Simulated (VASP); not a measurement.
# SnTe (I4/mmm) in VASP: notebook

The runs below take SnTe through single point, with PBEsol.

All numbers are computed with VASP 6.6.1; they aren't measurements. Logs are shortened: lines on timing, memory, paths and dates and some standing lists are left out, and cuts for length are marked.

### Step 1. The cell of the first run

It takes space group I4/mmm (No. 139, tetragonal). The conventional cell has a = 4.324 Å, b = 4.324 Å, c = 6.727 Å, α = 90.00°, β = 90.00°, γ = 90.00°. Within 4.0 Å of Sn (site symmetry 4/mmm) lie 6 Te at 3.06 to 3.36 Å. Within 4.0 Å of Te (site symmetry 4/mmm) lie 6 Sn at 3.06 to 3.36 Å.

### Step 2. Single point, PBEsol

Contents of INCAR:

```
  PREC = Accurate
  ENCUT = 520
  EDIFF = 1E-7
  ISMEAR = 0
  SIGMA = 0.03
  LREAL = False
  LASPH = True
  NELM = 100
  ALGO = Normal
  ISIF = 2
  LWAVE = False
  LCHARG = False
  GGA = PS
  NBANDS = 17
```

Contents of KPOINTS:

```
regular mesh
0
Gamma
  10 10 10
```

Contents of POSCAR:

```
SnTe
1.0
    0.0000000000      3.0577940549      3.3635734604
    3.0577940549      0.0000000000      3.3635734604
    3.0577940549      3.0577940549      0.0000000000
Sn Te
1 1
Direct
    0.0000000000      0.0000000000      0.0000000000
    0.5000000000      0.5000000000      0.5000000000
```

Potentials or basis: VASP PAW PBE potentials, release 64 (Sn_d, Te).

Run with:

```sh
cat potpaw_PBE.64/Sn_d/POTCAR potpaw_PBE.64/Te/POTCAR > POTCAR
mpirun -np 1 vasp_std > vasp.out
```

OUTCAR:

```text
PREC = Accurate
   ENCUT = 520
   EDIFF = 1E-7
   ISMEAR = 0
   LREAL = False
   LASPH = True
   NELM = 100
   ISIF = 2
   GGA = PS

 ion  position               nearest neighbor table
   1  0.000  0.000  0.000-   2 3.06   2 3.06   2 3.06   2 3.06   2 3.36   2 3.36
   2  0.500  0.500  0.500-   1 3.06   1 3.06   1 3.06   1 3.06   1 3.36   1 3.36

  LATTYP: Found a body centered tetragonal cell.
 ALAT       =     4.3243738234
 C/A-ratio  =     1.5556349186

  Lattice vectors:

 A1 = (  -3.0577940549,   0.0000000000,   3.3635734604)
 A2 = (   3.0577940549,   0.0000000000,   3.3635734604)
 A3 = (   0.0000000000,   3.0577940549,  -3.3635734604)

Analysis of symmetry for initial positions (statically):
=====================================================================
 Subroutine PRICEL returns:
 Original cell was already a primitive cell.

 Routine SETGRP: Setting up the symmetry group for a
 body centered tetragonal supercell.

 Subroutine GETGRP returns: Found 16 space group operations
 (whereof 16 operations were pure point group operations)
 out of a pool of 16 trial point group operations.

The static configuration has the point symmetry D_4h.

Analysis of symmetry for dynamics (positions and initial velocities):
=====================================================================
 Subroutine PRICEL returns:
 Original cell was already a primitive cell.

 Routine SETGRP: Setting up the symmetry group for a
 body centered tetragonal supercell.

 Subroutine GETGRP returns: Found 16 space group operations
 (whereof 16 operations were pure point group operations)
 out of a pool of 16 trial point group operations.

The dynamic configuration has the point symmetry D_4h.

 Subroutine INISYM returns: Found 16 space group operations
 (whereof 16 operations are pure point group operations),
 and found     1 'primitive' translations

----------------------------------------------------------------------------------------

                                     Primitive cell

  volume of cell :      62.8995

  direct lattice vectors                    reciprocal lattice vectors
     0.000000000  3.057794055  3.363573460    -0.163516571  0.163516571  0.148651429
     3.057794055  0.000000000  3.363573460     0.163516571 -0.163516571  0.148651429
     3.057794055  3.057794055  0.000000000     0.163516571  0.163516571 -0.148651429

  length of vectors
     4.545737664  4.545737664  4.324373823     0.274904684  0.274904684  0.274904684

  position of ions in fractional coordinates (direct lattice)
     0.000000000  0.000000000  0.000000000
     0.500000000  0.500000000  0.500000000

  ion indices of the primitive-cell ions
   primitive index   ion index
                 1           1
                 2           2

----------------------------------------------------------------------------------------

 KPOINTS: regular mesh

Automatic generation of k-mesh.
 Grid dimensions read from file:
 generate k-points for:   10   10   10

 Generating k-lattice:

  Cartesian coordinates                     Fractional coordinates (reciprocal lattice)
    -0.016351657  0.016351657  0.014865143     0.100000000 -0.000000000  0.000000000
     0.016351657 -0.016351657  0.014865143    -0.000000000  0.100000000  0.000000000
     0.016351657  0.016351657 -0.014865143     0.000000000  0.000000000  0.100000000

  Length of vectors
     0.027490468  0.027490468  0.027490468

  Shift w.r.t. Gamma in fractional coordinates (k-lattice)
     0.000000000  0.000000000  0.000000000

 Subroutine IBZKPT returns following result:
 ===========================================

 Found    102 irreducible k-points:

 Following reciprocal coordinates:
            Coordinates               Weight
  0.000000  0.000000  0.000000      1.000000
  0.100000 -0.000000  0.000000      8.000000
  0.200000 -0.000000  0.000000      8.000000
  0.300000  0.000000  0.000000      8.000000
  0.400000  0.000000  0.000000      8.000000
  0.500000  0.000000  0.000000      4.000000
[... 16 lines left out ...]
  0.300000  0.300000  0.000000      2.000000
  0.400000  0.300000  0.000000      8.000000
 [... further k-points ...]
   k-points           NKPTS =    102   k-points in BZ     NKDIM =    102   number of bands    NBANDS=     17
   number of dos      NEDOS =    301   number of ions     NIONS =      2
   total plane-waves  NPLWV =  41472
   dimension x,y,z NGX =    36 NGY =   36 NGZ =   32
   dimension x,y,z NGXF=    72 NGYF=   72 NGZF=   64
   ions per type =               1   1
   NGX,Y,Z   is equivalent  to a cutoff of  13.17, 13.17, 12.30 a.u.
   NGXF,Y,Z  is equivalent  to a cutoff of  26.33, 26.33, 24.60 a.u.
 SYSTEM =  unknown system
   PREC   = accura    normal or accurate (medium, high low for compatibility)
   ISTART =      0    job   : 0-new  1-cont  2-samecut
   ICHARG =      2    charge: 1-file 2-atom 10-const
   ISPIN  =      1    spin polarized calculation?
   LNONCOLLINEAR =      F non collinear calculations
   LSORBIT =      F    spin-orbit coupling
   LASPH  =      T    aspherical Exc in radial PAW
   ENCUT  =  520.0 eV  38.22 Ry    6.18 a.u.   8.45  8.45  8.04*2*pi/ulx,y,z
   NELM   =    100;   NELMIN=  2; NELMDL= -5     # of ELM steps
   EDIFF  = 0.1E-06   stopping-criterion for ELM
   LREAL  =      F    real-space projection
   EDIFFG = 0.1E-05   stopping-criterion for IOM
   NSW    =      0    number of steps for IOM
   IBRION =     -1    ionic relax: 0-MD 1-quasi-New 2-CG
   NFREE  =      0    steps in history (QN), initial steepest desc. (CG)
   ISIF   =      2    stress and relaxation
   ISYM   =      2    0-nonsym 1-usesym 2-fastsym
   POTIM  = 0.5000    time-step for ionic-motion
   TEBEG  =    0.0;   TEEND  =   0.0 temperature during run
   PSTRESS=    0.0 pullay stress
   NELECT =      20.0000    total number of electrons
   NUPDOWN=      -1.0000    fix difference up-down
   EMIN   =  10.00;   EMAX   =-10.00  energy-range for DOS
   EFERMI =   0.00;   METHOD = LEGACY
   ISMEAR =     0;   SIGMA  =   0.03  broadening in eV -4-tet -1-fermi 0-gaus
   EFERMI_NEDOS =   21; number of points for ismear=-14 and -15
   IALGO  =     38    algorithm
   IMIX   =      4    mixing-type and parameters
     AMIX     =   0.40;   BMIX     =  1.00
     AMIX_MAG =   1.60;   BMIX_MAG =  1.00
  volume/ion in A,a.u.               =      31.45       212.23
  Fermi-wavevector in a.u.,A,eV,Ry     =   1.117384  2.111549 16.987507  1.248547
  Thomas-Fermi vector in A             =   2.254006
   LORBIT       =      0    0 simple, 1 ext, 2 COOP (PROOUT), +10 PAW based schemes
   GGA     = PS    functional components
   LHFCALC =     F    Hartree Fock is set to
   AEXX    =    0.0000 exact exchange contribution
   IVDW    =     0    specifies the selected vdW correction
   LEPSILON=     F    determine dielectric tensor
   LRPA    =     F    only Hartree local field effects (RPA)
 non-spin polarized calculation
 Gauss-broadening in eV      SIGMA  =   0.03
  energy-cutoff  :      520.00
  volume of cell :       62.90
 maximum number of plane-waves:      1726
 NGX is ok and might be reduce to    36

 number of electron      20.0000002 magnetization

 Free energy of the ion-electron system (eV)
  ---------------------------------------------------
  ext. energy  EPLUGINS =         0.00000000
  ---------------------------------------------------
  free energy    TOTEN  =        -8.20446666 eV

  energy without entropy =       -8.20432512  energy(sigma->0) =       -8.20439589

 E-fermi :   6.7366     XC(G=0):  -9.6168

 val. band max:        6.7365892380   @ k =  -0.4000   0.1000   0.2000
 cond. band min:       6.7950337632   @ k =   0.4000   0.0000   0.0000
 fundamental gap:      0.0584445252
 Fermi energy:         6.7365906101

 k-point     1 :       0.0000    0.0000    0.0000
  band No.  band energies     occupation
      1     -15.0627      2.00000
      2     -15.0432      2.00000
      3     -15.0432      2.00000
      4     -15.0259      2.00000
      5     -15.0176      2.00000
      6      -6.0942      2.00000
[... 9 lines left out ...]
     16      11.7348      0.00000
     17      12.3221      0.00000

 k-point     2 :       0.1000   -0.0000    0.0000
  band No.  band energies     occupation
      1     -15.0626      2.00000
      2     -15.0432      2.00000
      3     -15.0428      2.00000
      4     -15.0268      2.00000
      5     -15.0169      2.00000
      6      -6.0099      2.00000
[... 9 lines left out ...]
     16      11.9147      0.00000
     17      12.8505      0.00000

 k-point     3 :       0.2000   -0.0000    0.0000
  band No.  band energies     occupation
      1     -15.0625      2.00000
      2     -15.0430      2.00000
      3     -15.0418      2.00000
      4     -15.0287      2.00000
      5     -15.0149      2.00000
      6      -5.7660      2.00000
[... 9 lines left out ...]
     16      12.4211      0.00000
     17      14.0860      0.00000

 k-point     4 :       0.3000    0.0000    0.0000
  band No.  band energies     occupation
      1     -15.0626      2.00000
      2     -15.0427      2.00000
      3     -15.0409      2.00000
      4     -15.0308      2.00000
      5     -15.0123      2.00000
      6      -5.3984      2.00000
[... 9 lines left out ...]
     16      13.2355      0.00000
     17      15.6115      0.00000
[... 343 lines left out ...]
      1     -15.0614      2.00000
      2     -15.0436      2.00000
      3     -15.0401      2.00000
      4     -15.0337      2.00000
      5     -15.0098      2.00000
      6      -5.2154      2.00000
[... 9 lines left out ...]
     16      13.4127      0.00000
     17      15.2058      0.00000

 k-point    23 :       0.3000    0.3000    0.0000
  band No.  band energies     occupation
      1     -15.0706      2.00000
      2     -15.0378      2.00000
      3     -15.0378      2.00000
      4     -15.0241      2.00000
      5     -15.0194      2.00000
      6      -5.3895      2.00000
[... 9 lines left out ...]
     16      14.8662      0.00000
     17      15.0658      0.00000

 k-point    24 :       0.4000    0.3000    0.0000
  band No.  band energies     occupation
      1     -15.0716      2.00000
      2     -15.0370      2.00000
      3     -15.0367      2.00000
      4     -15.0246      2.00000
      5     -15.0189      2.00000
      6      -5.1559      2.00000
[... 9 lines left out ...]
     16      15.6790      0.00000
     17      16.0874      0.00000

 [... further k-points ...]
[... 5 lines left out ...]
  --------------------------------------------------------------------------------------
  -------------------------------------------------------------------------------------
  Total        1.5119264      1.5119264     -2.3860032      0.0000000      0.0000000      0.0000000
  in kB       38.5118042     38.5118042    -60.7762963      0.0000000      0.0000000      0.0000000
  external PRESSURE =       5.4157707 kB  Pullay stress =       0.0000000 kB

 VOLUME and BASIS-vectors are now :
 -----------------------------------------------------------------------------
  energy-cutoff  :      520.00
  volume of cell :       62.90
      direct lattice vectors                 reciprocal lattice vectors
     0.000000000  3.057794055  3.363573460    -0.163516571  0.163516571  0.148651429
     3.057794055  0.000000000  3.363573460     0.163516571 -0.163516571  0.148651429
     3.057794055  3.057794055  0.000000000     0.163516571  0.163516571 -0.148651429

 POSITION                                       TOTAL-FORCE (eV/Angst)
 -----------------------------------------------------------------------------------
      0.00000      0.00000      0.00000        -0.000000      0.000000      0.000000
      3.05779      3.05779      3.36357         0.000000     -0.000000     -0.000000
 -----------------------------------------------------------------------------------
    total drift:                               -0.000000      0.000000      0.000000

  FREE ENERGIE OF THE ION-ELECTRON SYSTEM (eV)
  ---------------------------------------------------
  free  energy   TOTEN  =        -8.2044666564 eV

  energy  without entropy=       -8.2043251192  energy(sigma->0) =       -8.20439589
```

Run time: 87 s. Hardware: 1 thread of Intel Xeon Platinum 8488C (Sapphire Rapids), shared host; peak memory 0.27 GiB.

Results:

- Free energy: -8.2045 eV
- Pressure: 0.5 GPa
- Band gap on the k mesh: zero (bands 10 and 11 overlap by 0.09 eV)

Stress tensor (GPa, compression positive):
```
 3.85  0.00  0.00
 0.00  3.85  0.00
 0.00  0.00 -6.08
```

Caveat: the stress differs along the axes, from -6 to 4 GPa; semilocal functionals underestimate gaps, and a narrow one can read as zero; the PAW data sets were made with another functional, which shifts forces and pressure a little; spin-orbit coupling is left out, which moves the levels of the heavy elements.

### Step 3. Single point, PBEsol

This run uses another cell than the first one, of the same volume but with other edges.

Contents of INCAR:

```
PREC = Accurate
ENCUT = 520
EDIFF = 1E-6
ISMEAR = 0
SIGMA = 0.03
LREAL = F
LASPH = T
NELM = 100
ALGO = Normal
ISIF = 2
LWAVE = F
LCHARG = T
GGA = PS
LELF = T
LVHAR = T
NBANDS = 17
```

Contents of KPOINTS:

```
Automatic mesh
0
Gamma
  10 10 10
```

Contents of POSCAR:

```
SnTe
1.0
    0.0000000000      3.6439130727      2.3685434972
    3.6439130727      0.0000000000      2.3685434972
    3.6439130727      3.6439130727      0.0000000000
Sn Te
1 1
Direct
    0.0000000000      0.0000000000      0.0000000000
    0.5000000000      0.5000000000      0.5000000000
```

Potentials or basis: VASP PAW PBE potentials, release 64 (Sn_d, Te).

Run with:

```sh
cat potpaw_PBE.64/Sn_d/POTCAR potpaw_PBE.64/Te/POTCAR > POTCAR
mpirun -np 1 vasp_std > vasp.out
```

Run time: 94 s. Hardware: 1 thread of Intel Xeon Platinum 8488C (Sapphire Rapids), shared host; peak memory 0.27 GiB.

It converged, with:

```
Free energy            : -4.6994 eV
Pressure               : 24.2 GPa
Band gap on the k mesh : zero (bands 10 and 11 overlap by 2.01 eV)
```

Stress tensor (GPa, compression positive):
```
-1.88  0.00  0.00
 0.00 -1.88  0.00
 0.00  0.00 76.38
```

Levels at points of the mesh, in eV from the Fermi level:
| k point | band 6 | band 7 | band 8 | band 9 | band 10 | band 11 | band 12 | band 13 | band 14 | band 15 |
| --- | --- | --- | --- | --- | --- | --- | --- | --- | --- | --- |
| (0.00, 0.00, 0.00) | -13.98 | -5.82 | -3.35 | -2.09 | -2.09 | 1.55 | 1.55 | 3.37 | 4.14 | 4.76 |
| (0.50, 0.00, 0.00) | -12.88 | -9.78 | -2.76 | -2.69 | -1.20 | -0.76 | 3.90 | 4.37 | 6.48 | 6.54 |
| (0.50, 0.50, 0.00) | -12.51 | -6.87 | -5.30 | -5.10 | -5.10 | 1.37 | 4.63 | 4.63 | 7.57 | 8.90 |
| (0.50, 0.00, 0.50) | -13.21 | -6.32 | -6.01 | -4.32 | -1.83 | 1.06 | 3.40 | 5.04 | 5.28 | 7.68 |

Caveat: the stress differs along the axes, from -2 to 76 GPa; the PAW data sets were made with another functional, which shifts forces and pressure a little; spin-orbit coupling is left out, which moves the levels of the heavy elements.

The gap in the log of VASP goes by the Fermi energy; the results here count the filled bands.